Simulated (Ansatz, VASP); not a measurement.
## Two plane-wave programs on MgO

Contents of INCAR:

```
  PREC = Accurate
  ENCUT = 750
  EDIFF = 1E-6
  ISMEAR = 0
  SIGMA = 0.05
  LREAL = False
  LASPH = True
  NELM = 120
  ALGO = Normal
  ISIF = 2
  LWAVE = False
  LCHARG = True
  GGA = CA
  LELF = True
  LVHAR = True
  NBANDS = 15
  GGA_COMPAT = False
```

The input KPOINTS:

```
regular mesh
0
Gamma
  10 10 10
```

The input POSCAR:

```
MgO
1.0
    0.0800681250      2.1351500000      2.1351500000
    2.1351500000      0.0800681250      2.1351500000
    2.2152181250      2.2152181250      0.0000000000
Mg O
1 1
Direct
    0.0000000000      0.0000000000      0.0000000000
    0.5000000000      0.5000000000      0.5000000000
```

Input for Ansatz:

```yaml
crystal:
  lattice:
    - [0.080068125, 2.13515, 2.13515]
    - [2.13515, 0.080068125, 2.13515]
    - [2.215218125, 2.215218125, 0.0]
  atoms:
    - { symbol: Mg, position: [0.0, 0.0, 0.0] }
    - { symbol: O, position: [0.5, 0.5, 0.5] }
basis:
  ecutwfc: 420
kpoints:
  mp_grid: { grid: [10, 10, 10] }
hamiltonian:
  xc: lda
scf:
  occupations: { method: gaussian, width: 0.05 }
output:
  forces: true
  stress: true
  eigenvalues: true
```

Change from the starting cell: strain +0.0750 x Voigt [0, 0, 0, 0, 0, 1], atoms carried along.

Alike in both runs: task single point; functional LDA; k mesh 10 × 10 × 10; occupations gaussian, width 0.05 eV; no spin polarisation.

```csv
,VASP,Ansatz
version,VASP 6.6.1,Ansatz 0.2.0
potentials or method,"VASP PAW LDA potentials, release 64 (Mg_sv, O), cutoff 750 eV","scalar-relativistic, plane waves, PAW"
valence electrons in the cell,16,16
```

|  | VASP | Ansatz | Ansatz less VASP |
| --- | --- | --- | --- |
| gap on the k mesh at the Fermi level (eV) | 3.94 | 3.92 | -0.013 |
| least direct gap on the mesh (eV) | 3.94 | 3.92 | -0.013 |
| pressure (GPa) | -11.5 | -11.3 | +0.16 |
| traceless stress, the component that is largest in VASP (GPa) | -10.53 | -10.56 | -0.029 |

LDA's correlation is that of Perdew and Zunger in VASP and of Perdew and Wang (1992) in Ansatz.
